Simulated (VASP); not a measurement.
# Ni (P6/mmm) in VASP: notebook

Runs on Ni. Level: PBE. Tasks: single point.

Program: VASP 6.6.1. These are calculated values, not measurements. Logs are shortened: lines on timing, memory, paths and dates and some standing lists are left out, and cuts for length are marked.

### Step 1. The cell of the first run

The structure is hexagonal, space group P6/mmm (No. 191). The conventional cell has a = 1.796 Å, b = 1.796 Å, c = 1.698 Å, α = 90.00°, β = 90.00°, γ = 120.00°. Ni (site symmetry 6/mmm) has 8 Ni at 1.70 to 1.80 Å within 2.3 Å.

### Step 2. Single point, PBE, collinear spin, ferromagnetic start

INCAR reads:

```
SYSTEM = Ni
  PREC = Accurate
  ENCUT = 520
  EDIFF = 1E-7
  ISMEAR = -1
  SIGMA = 0.1
  LREAL = .FALSE.
  LASPH = .TRUE.
  NELM = 150
  ALGO = Normal
  ISIF = 2
  LWAVE = .FALSE.
  LCHARG = .FALSE.
  ISPIN = 2
  MAGMOM = 1
  LORBIT = 11
  LMAXMIX = 4
  GGA = PE
  NBANDS = 15
```

KPOINTS reads:

```
regular mesh
0
G
  18 18 17
  0 0 0
```

POSCAR reads:

```
Ni
1.0
    1.7956181332      0.0000000000      0.0000000000
   -0.8978090666      1.5550509188      0.0000000000
    0.0000000000      0.0000000000      1.6984941785
Ni
1
Direct
    0.0000000000      0.0000000000      0.0000000000
```

Potentials or basis: VASP PAW PBE potentials, release 64 (Ni).

Launch:

```sh
cat potpaw_PBE.64/Ni/POTCAR > POTCAR
mpirun -np 1 vasp_std > vasp.out
```

OUTCAR:

```text
SYSTEM = Ni
   PREC = Accurate
   ENCUT = 520
   EDIFF = 1E-7
   ISMEAR = -1
   LREAL = .FALSE.
   LASPH = .TRUE.
   NELM = 150
   ISIF = 2
   ISPIN = 2
   LORBIT = 11
   GGA = PE

 ion  position               nearest neighbor table
   1  0.000  0.000  0.000-

  LATTYP: Found a hexagonal cell.
 ALAT       =     1.7956181332
 C/A-ratio  =     0.9459105737

  Lattice vectors:

 A1 = (   1.7956181332,   0.0000000000,   0.0000000000)
 A2 = (  -0.8978090666,   1.5550509188,   0.0000000000)
 A3 = (   0.0000000000,   0.0000000000,   1.6984941785)

Analysis of symmetry for initial positions (statically):
=====================================================================
 Subroutine PRICEL returns:
 Original cell was already a primitive cell.

 Routine SETGRP: Setting up the symmetry group for a
 hexagonal supercell.

 Subroutine GETGRP returns: Found 24 space group operations
 (whereof 24 operations were pure point group operations)
 out of a pool of 24 trial point group operations.

The static configuration has the point symmetry D_6h.

Analysis of symmetry for dynamics (positions and initial velocities):
=====================================================================
 Subroutine PRICEL returns:
 Original cell was already a primitive cell.

 Routine SETGRP: Setting up the symmetry group for a
 hexagonal supercell.

 Subroutine GETGRP returns: Found 24 space group operations
 (whereof 24 operations were pure point group operations)
 out of a pool of 24 trial point group operations.

The dynamic configuration has the point symmetry D_6h.

Analysis of structural, dynamic, and magnetic symmetry:
=====================================================================
 Subroutine PRICEL returns:
 Original cell was already a primitive cell.

 Routine SETGRP: Setting up the symmetry group for a
 hexagonal supercell.

 Subroutine GETGRP returns: Found 24 space group operations
 (whereof 24 operations were pure point group operations)
 out of a pool of 24 trial point group operations.

The overall configuration has the point symmetry D_6h.

 Subroutine INISYM returns: Found 24 space group operations
 (whereof 24 operations are pure point group operations),
 and found     1 'primitive' translations

----------------------------------------------------------------------------------------

                                     Primitive cell

  volume of cell :       4.7427

  direct lattice vectors                    reciprocal lattice vectors
     1.795618133  0.000000000  0.000000000     0.556911284  0.321532880  0.000000000
    -0.897809067  1.555050919  0.000000000     0.000000000  0.643065759  0.000000000
     0.000000000  0.000000000  1.698494179     0.000000000  0.000000000  0.588756802

  length of vectors
     1.795618133  1.795618133  1.698494179     0.643065759  0.643065759  0.588756802

  position of ions in fractional coordinates (direct lattice)
     0.000000000  0.000000000  0.000000000

  ion indices of the primitive-cell ions
   primitive index   ion index
                 1           1

----------------------------------------------------------------------------------------

 KPOINTS: regular mesh

Automatic generation of k-mesh.
 Grid dimensions read from file:
 generate k-points for:   18   18   17

 Generating k-lattice:

  Cartesian coordinates                     Fractional coordinates (reciprocal lattice)
     0.030939516  0.017862938  0.000000000     0.055555556  0.000000000  0.000000000
     0.000000000  0.035725876  0.000000000     0.000000000  0.055555556  0.000000000
     0.000000000  0.000000000  0.034632753     0.000000000  0.000000000  0.058823529

  Length of vectors
     0.035725876  0.035725876  0.034632753

  Shift w.r.t. Gamma in fractional coordinates (k-lattice)
     0.000000000  0.000000000  0.000000000

 Subroutine IBZKPT returns following result:
 ===========================================

 Found    333 irreducible k-points:

 Following reciprocal coordinates:
            Coordinates               Weight
  0.000000  0.000000  0.000000      1.000000
  0.055556  0.000000  0.000000      6.000000
  0.111111  0.000000  0.000000      6.000000
  0.166667 -0.000000  0.000000      6.000000
  0.222222 -0.000000  0.000000      6.000000
  0.277778  0.000000  0.000000      6.000000
[... 16 lines left out ...]
  0.333333  0.111111  0.000000     12.000000
  0.388889  0.111111  0.000000     12.000000
 [... further k-points ...]
   k-points           NKPTS =    333   k-points in BZ     NKDIM =    333   number of bands    NBANDS=     15
   number of dos      NEDOS =    301   number of ions     NIONS =      1
   total plane-waves  NPLWV =   2744
   dimension x,y,z NGX =    14 NGY =   14 NGZ =   14
   dimension x,y,z NGXF=    28 NGYF=   28 NGZF=   28
   ions per type =               1
   NGX,Y,Z   is equivalent  to a cutoff of  12.96, 12.96, 13.70 a.u.
   NGXF,Y,Z  is equivalent  to a cutoff of  25.92, 25.92, 27.41 a.u.
 SYSTEM =  Ni
   PREC   = accura    normal or accurate (medium, high low for compatibility)
   ISTART =      0    job   : 0-new  1-cont  2-samecut
   ICHARG =      2    charge: 1-file 2-atom 10-const
   ISPIN  =      2    spin polarized calculation?
   LNONCOLLINEAR =      F non collinear calculations
   LSORBIT =      F    spin-orbit coupling
   LASPH  =      T    aspherical Exc in radial PAW
   ENCUT  =  520.0 eV  38.22 Ry    6.18 a.u.   3.34  3.34  3.16*2*pi/ulx,y,z
   NELM   =    150;   NELMIN=  2; NELMDL= -5     # of ELM steps
   EDIFF  = 0.1E-06   stopping-criterion for ELM
   LREAL  =      F    real-space projection
   EDIFFG = 0.1E-05   stopping-criterion for IOM
   NSW    =      0    number of steps for IOM
   IBRION =     -1    ionic relax: 0-MD 1-quasi-New 2-CG
   NFREE  =      0    steps in history (QN), initial steepest desc. (CG)
   ISIF   =      2    stress and relaxation
   ISYM   =      2    0-nonsym 1-usesym 2-fastsym
   POTIM  = 0.5000    time-step for ionic-motion
   TEBEG  =    0.0;   TEEND  =   0.0 temperature during run
   PSTRESS=    0.0 pullay stress
   NELECT =      10.0000    total number of electrons
   NUPDOWN=      -1.0000    fix difference up-down
   EMIN   =  10.00;   EMAX   =-10.00  energy-range for DOS
   EFERMI =   0.00;   METHOD = LEGACY
   ISMEAR =    -1;   SIGMA  =   0.10  broadening in eV -4-tet -1-fermi 0-gaus
   EFERMI_NEDOS =   21; number of points for ismear=-14 and -15
   IALGO  =     38    algorithm
   IMIX   =      4    mixing-type and parameters
     AMIX     =   0.40;   BMIX     =  1.00
     AMIX_MAG =   1.60;   BMIX_MAG =  1.00
  volume/ion in A,a.u.               =       4.74        32.01
  Fermi-wavevector in a.u.,A,eV,Ry     =   2.099265  3.967036 59.959702  4.406914
  Thomas-Fermi vector in A             =   3.089495
   LORBIT       =     11    0 simple, 1 ext, 2 COOP (PROOUT), +10 PAW based schemes
   GGA     = PE    functional components
   LHFCALC =     F    Hartree Fock is set to
   AEXX    =    0.0000 exact exchange contribution
   IVDW    =     0    specifies the selected vdW correction
   LEPSILON=     F    determine dielectric tensor
   LRPA    =     F    only Hartree local field effects (RPA)
 spin polarized calculation
  energy-cutoff  :      520.00
  volume of cell :        4.74
 maximum number of plane-waves:       139
 NGX is ok and might be reduce to    14

 number of electron      10.0000000 magnetization       1.0000000

 number of electron       9.9999995 magnetization       0.0023251

 number of electron       9.9999995 magnetization      -0.0000334

 Free energy of the ion-electron system (eV)
  ---------------------------------------------------
  ext. energy  EPLUGINS =         0.00000000
  ---------------------------------------------------
  free energy    TOTEN  =         6.78073169 eV

  energy without entropy =        6.80036417  energy(sigma->0) =        6.79054793

 E-fermi :  28.6645     XC(G=0): -18.8712

 val. band max:       28.6597758774   @ k =   0.3889   0.0556   0.2941
 cond. band min:      28.6788792416   @ k =   0.0556   0.0556   0.0000
 fundamental gap:      0.0191033641
 Fermi energy:        28.6644517398

 spin component 1

 k-point     1 :       0.0000    0.0000    0.0000
  band No.  band energies     occupation
      1      12.8692      1.00000
      2      16.9669      1.00000
      3      22.1244      1.00000
      4      22.1244      1.00000
      5      29.1332      0.00912
      6      29.1333      0.00912
      7      57.6648      0.00000
      8      61.1941      0.00000
      9      71.3215      0.00000
     10      74.5836      0.00000
     11      74.5836      0.00000
     12      75.5373      0.00000
     13      78.1710      0.00000
     14      78.1710      0.00000
     15     101.0948      0.00000
[... 397 lines left out ...]
 k-point    24 :       0.3889    0.1111    0.0000
  band No.  band energies     occupation
      1      15.9724      1.00000
      2      19.5346      1.00000
      3      24.4078      1.00000
      4      25.0393      1.00000
      5      27.9471      0.99923
      6      31.3885      0.00000
      7      44.0390      0.00000
      8      53.9455      0.00000
      9      67.8324      0.00000
     10      71.7827      0.00000
     11      76.3774      0.00000
     12      76.5600      0.00000
     13      83.8834      0.00000
     14      85.1290      0.00000
     15      94.7497      0.00000

 [... further k-points ...]

 spin component 2

 k-point     1 :       0.0000    0.0000    0.0000
  band No.  band energies     occupation
      1      12.8692      1.00000
      2      16.9669      1.00000
      3      22.1244      1.00000
      4      22.1244      1.00000
      5      29.1332      0.00912
      6      29.1332      0.00912
      7      57.6648      0.00000
      8      61.1941      0.00000
      9      71.3214      0.00000
     10      74.5836      0.00000
     11      74.5836      0.00000
     12      75.5373      0.00000
     13      78.1710      0.00000
     14      78.1710      0.00000
     15     101.0948      0.00000
[... 397 lines left out ...]
 k-point    24 :       0.3889    0.1111    0.0000
  band No.  band energies     occupation
      1      15.9724      1.00000
      2      19.5346      1.00000
      3      24.4078      1.00000
      4      25.0393      1.00000
      5      27.9471      0.99923
      6      31.3884      0.00000
      7      44.0389      0.00000
      8      53.9455      0.00000
      9      67.8325      0.00000
     10      71.7826      0.00000
     11      76.3774      0.00000
     12      76.5600      0.00000
     13      83.8834      0.00000
     14      85.1290      0.00000
     15      94.7497      0.00000

 [... further k-points ...]
[... 5 lines left out ...]
  --------------------------------------------------------------------------------------
  -------------------------------------------------------------------------------------
  Total       36.8874100     36.8874100     36.0789994     -0.0000000     -0.0000000     -0.0000000
  in kB    12461.3784509  12461.3784502  12188.2795658     -0.0000000     -0.0000000     -0.0000000
  external PRESSURE =   12370.3454890 kB  Pullay stress =       0.0000000 kB

 VOLUME and BASIS-vectors are now :
 -----------------------------------------------------------------------------
  energy-cutoff  :      520.00
  volume of cell :        4.74
      direct lattice vectors                 reciprocal lattice vectors
     1.795618133  0.000000000  0.000000000     0.556911284  0.321532880  0.000000000
    -0.897809067  1.555050919  0.000000000     0.000000000  0.643065759  0.000000000
     0.000000000  0.000000000  1.698494179     0.000000000  0.000000000  0.588756802

 POSITION                                       TOTAL-FORCE (eV/Angst)
 -----------------------------------------------------------------------------------
      0.00000      0.00000      0.00000        -0.000000      0.000000      0.000000
 -----------------------------------------------------------------------------------
    total drift:                               -0.000000     -0.000000     -0.000000

  FREE ENERGIE OF THE ION-ELECTRON SYSTEM (eV)
  ---------------------------------------------------
  free  energy   TOTEN  =         6.7807316853 eV

  energy  without entropy=        6.8003641672  energy(sigma->0) =        6.79054793

 total charge

# of ion       s       p       d       tot
------------------------------------------
    1        1.101   1.681   9.833  12.615

 magnetization (x)

# of ion       s       p       d       tot
------------------------------------------
    1        0.000   0.000  -0.000  -0.000
```

Run time: 20 s. Hardware: 1 thread of Intel Xeon 6975P-C (Granite Rapids), shared host; peak memory 0.14 GiB.

The run converged, but its numbers aren't listed here, since they failed a check.

### Step 3. Single point, PBE, collinear spin, ferromagnetic start

This run uses another cell than the first one, of 5.93 Å³/atom, 1.250 times its volume.

INCAR reads:

```
PREC = Accurate
ENCUT = 520
EDIFF = 1E-7
ISMEAR = -1
SIGMA = 0.1
LREAL = False
LASPH = True
NELM = 150
ALGO = Normal
ISIF = 2
LWAVE = False
LCHARG = False
ISPIN = 2
MAGMOM = 1
LORBIT = 11
LMAXMIX = 4
GGA = PE
NBANDS = 15
```

KPOINTS reads:

```
Automatic mesh
0
Gamma
  18 18 17
```

POSCAR reads:

```
Ni
1.0
    1.9301053075      0.0000000000      0.0000000000
   -0.9650526538      1.6715202282      0.0000000000
    0.0000000000      0.0000000000      1.8375536626
Ni
1
Direct
    0.0000000000      0.0000000000      0.0000000000
```

Potentials or basis: VASP PAW PBE potentials, release 64 (Ni).

Launch:

```sh
cat potpaw_PBE.64/Ni/POTCAR > POTCAR
mpirun -np 1 vasp_std > vasp.out
```

Run time: 15 s. Hardware: 1 thread of Intel Xeon 6975P-C (Granite Rapids), shared host; peak memory 0.15 GiB.

It converged, with:

```
Free energy            : 0.4226 eV
Pressure               : 573.5 GPa
Band gap on the k mesh : zero (filled and empty bands overlap)
Net moment             : 0.00 μB per cell
```

Stress tensor (GPa, compression positive):
```
577.16   0.00   0.00
  0.00 577.16   0.00
  0.00   0.00 566.18
```

Levels at points of the mesh, in eV from the Fermi level:
Spin up:
```csv
k point,band 3,band 4,band 5,band 6,band 7,band 8
"(0.00, 0.00, 0.00)",-4.78,-4.78,0.36,0.36,28.40,28.81
"(0.50, 0.00, 0.00)",-2.80,-1.54,-0.27,0.61,11.66,25.20
```
Spin down:
| k point | band 3 | band 4 | band 5 | band 6 | band 7 | band 8 |
| --- | --- | --- | --- | --- | --- | --- |
| (0.00, 0.00, 0.00) | -4.78 | -4.78 | 0.36 | 0.36 | 28.40 | 28.81 |
| (0.50, 0.00, 0.00) | -2.80 | -1.54 | -0.27 | 0.61 | 11.66 | 25.20 |

### Step 4. Single point, PBE, collinear spin, ferromagnetic start

INCAR reads:

```
SYSTEM = Ni
ALGO = Normal
EDIFF = 1E-6
ENCUT = 520
GGA = PE
ISIF = 2
ISMEAR = -1
ISPIN = 2
LASPH = .True.
LCHARG = .True.
LELF = .True.
LMAXMIX = 4
LORBIT = 11
LREAL = .False.
LVHAR = .True.
LWAVE = .False.
MAGMOM = 1
NBANDS = 15
NELM = 150
PREC = Accurate
SIGMA = 0.1
```

KPOINTS reads:

```
k-points
0
Gamma
  18 18 17
  0 0 0
```

POSCAR is that of step 3.

Potentials or basis: VASP PAW PBE potentials, release 64 (Ni).

Launch:

```sh
cat potpaw_PBE.64/Ni/POTCAR > POTCAR
mpirun -np 1 vasp_std > vasp.out
```

OUTCAR:

```text
SYSTEM = Ni
   EDIFF = 1E-6
   ENCUT = 520
   GGA = PE
   ISIF = 2
   ISMEAR = -1
   ISPIN = 2
   LASPH = .True.
   LORBIT = 11
   LREAL = .False.
   NELM = 150
   PREC = Accurate

 ion  position               nearest neighbor table
   1  0.000  0.000  0.000-

  LATTYP: Found a hexagonal cell.
 ALAT       =     1.9301053075
 C/A-ratio  =     0.9520483963

[... 1067 lines left out ...]
     14      72.4990      0.00000
     15      79.8926      0.00000

 [... further k-points ...]
[... 5 lines left out ...]
  --------------------------------------------------------------------------------------
  -------------------------------------------------------------------------------------
  Total       21.3558792     21.3558792     20.9497732     -0.0000000      0.0000000     -0.0000000
  in kB     5771.5885911   5771.5885905   5661.8353596     -0.0000002      0.0000000     -0.0000000
  external PRESSURE =    5735.0041804 kB  Pullay stress =       0.0000000 kB

 VOLUME and BASIS-vectors are now :
 -----------------------------------------------------------------------------
  energy-cutoff  :      520.00
  volume of cell :        5.93
      direct lattice vectors                 reciprocal lattice vectors
     1.930105308  0.000000000  0.000000000     0.518106445  0.299128896  0.000000000
    -0.965052654  1.671520228  0.000000000     0.000000000  0.598257791  0.000000000
     0.000000000  0.000000000  1.837553663     0.000000000  0.000000000  0.544201794

 POSITION                                       TOTAL-FORCE (eV/Angst)
 -----------------------------------------------------------------------------------
      0.00000      0.00000      0.00000         0.000000      0.000000      0.000000
 -----------------------------------------------------------------------------------
    total drift:                               -0.000000     -0.000000     -0.000000

  FREE ENERGIE OF THE ION-ELECTRON SYSTEM (eV)
  ---------------------------------------------------
  free  energy   TOTEN  =         0.4225614983 eV

  energy  without entropy=        0.4512567322  energy(sigma->0) =        0.43690912

 total charge

# of ion       s       p       d       tot
------------------------------------------
    1        0.920   1.293   9.194  11.407

 magnetization (x)

# of ion       s       p       d       tot
------------------------------------------
    1       -0.000  -0.000   0.000   0.000
```

It took 16 s on 1 thread of Intel Xeon 6975P-C (Granite Rapids), shared host; peak memory 0.15 GiB.

Results:

- Free energy: 0.4226 eV
- Pressure: 573.5 GPa
- Band gap on the k mesh: zero (filled and empty bands overlap)
- Net moment: 0.00 μB per cell

### Step 5. Single point, PBE, collinear spin, ferromagnetic start

This run uses another cell than the first one, of 7.11 Å³/atom, 1.500 times its volume.

INCAR reads:

```
PREC = Accurate
ENCUT = 520
EDIFF = 1E-7
ISMEAR = -1
SIGMA = 0.1
LREAL = False
LASPH = True
NELM = 150
ALGO = Normal
ISIF = 2
LWAVE = False
LCHARG = False
ISPIN = 2
MAGMOM = 1
LORBIT = 11
LMAXMIX = 4
GGA = PE
NBANDS = 15
```

KPOINTS reads:

```
Automatic mesh
0
Gamma
  18 18 17
```

POSCAR reads:

```
Ni
1.0
    2.0482367602      0.0000000000      0.0000000000
   -1.0241183801      1.7738250673      0.0000000000
    0.0000000000      0.0000000000      1.9580463781
Ni
1
Direct
    0.0000000000      0.0000000000      0.0000000000
```

Launch:

```sh
cat potpaw_PBE.64/Ni/POTCAR > POTCAR
mpirun -np 1 vasp_std > vasp.out
```

Run time: 26 s. Hardware: 1 thread of Intel Xeon 6975P-C (Granite Rapids), shared host; peak memory 0.16 GiB.

Results (log left out):

| Property | Result |
| --- | --- |
| Free energy | -2.5920 eV |
| Pressure | 277.9 GPa |
| Band gap on the k mesh | zero (filled and empty bands overlap) |
| Net moment | 0.00 μB per cell |

Stress tensor (GPa, compression positive):
```
279.07   0.00   0.00
  0.00 279.07   0.00
  0.00   0.00 275.50
```

Levels at points of the mesh, in eV from the Fermi level:
Spin up:
| k point | band 3 | band 4 | band 5 | band 6 | band 7 | band 8 |
| --- | --- | --- | --- | --- | --- | --- |
| (0.00, 0.00, 0.00) | -3.66 | -3.66 | 0.27 | 0.27 | 25.93 | 27.45 |
| (0.50, 0.00, 0.00) | -2.13 | -1.20 | -0.21 | 0.48 | 9.60 | 22.85 |
Spin down:
| k point | band 3 | band 4 | band 5 | band 6 | band 7 | band 8 |
| --- | --- | --- | --- | --- | --- | --- |
| (0.00, 0.00, 0.00) | -3.66 | -3.66 | 0.27 | 0.27 | 25.93 | 27.45 |
| (0.50, 0.00, 0.00) | -2.13 | -1.20 | -0.21 | 0.48 | 9.60 | 22.85 |
